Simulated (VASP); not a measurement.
Set up this calculation in VASP 6.6.1, as the native input.

- Task: single point
- Functional: PBEsol
- Potentials or basis: VASP PAW PBE potentials, release 64 (K_sv, Cl)
- Cutoff: 520 eV
- k mesh: 6 × 6 × 6
- Occupations: gaussian, width 0.05 eV
- Spin: no spin polarisation
- Dipole correction: no
- Further INCAR settings: ALGO = Normal; EDIFF = 1e-06; NBANDS = 15

The structure of KCl lies in POSCAR:

```
KCl
1.0
    0.0000000000      3.4085880000      3.1561000000
    3.4085880000      0.0000000000      3.1561000000
    3.4085880000      3.4085880000      0.0000000000
K Cl
1 1
Direct
    0.0000000000      0.0000000000      0.0000000000
    0.5000000000      0.5000000000      0.5000000000
```

This cell differs from its parent crystal: strain +0.080 along x and y, +0.000 along z.

The input as run:

INCAR

```
PREC     = Accurate       # precision mode
ENCUT    = 520            # plane-wave cutoff, eV
EDIFF    = 1E-6           # SCF threshold, eV
ISMEAR   = 0              # smearing method
SIGMA    = 0.05           # smearing width, eV
LREAL    = F              # projectors in reciprocal space
LASPH    = T              # aspherical terms in the spheres
NELM     = 80             # most SCF steps
ALGO     = Normal         # electronic algorithm
ISIF     = 2              # what is computed and relaxed
LWAVE    = F              # write WAVECAR
LCHARG   = F              # write CHGCAR
GGA      = PS             # functional
NBANDS   = 15             # bands
```

KPOINTS

```
regular mesh
0
Gamma
  6 6 6
```

Potentials or basis: VASP PAW PBE potentials, release 64 (K_sv, Cl).

Run with:

```console
$ cat potpaw_PBE.64/K_sv/POTCAR potpaw_PBE.64/Cl/POTCAR > POTCAR
$ mpirun -np 1 vasp_std > vasp.out
```

It gave:

The pressure is -2.0 GPa and the band gap on the k mesh is 4.55 eV, direct.

Caveat: the cell differs from its parent crystal (strain +0.080 along x and y, +0.000 along z); the PAW data sets were made with another functional, which shifts forces and pressure a little.

Wall time 25 s on 1 thread of Intel(R) Xeon(R) Platinum 8488C (Sapphire Rapids) (shared host), peak memory 0.2 GiB.
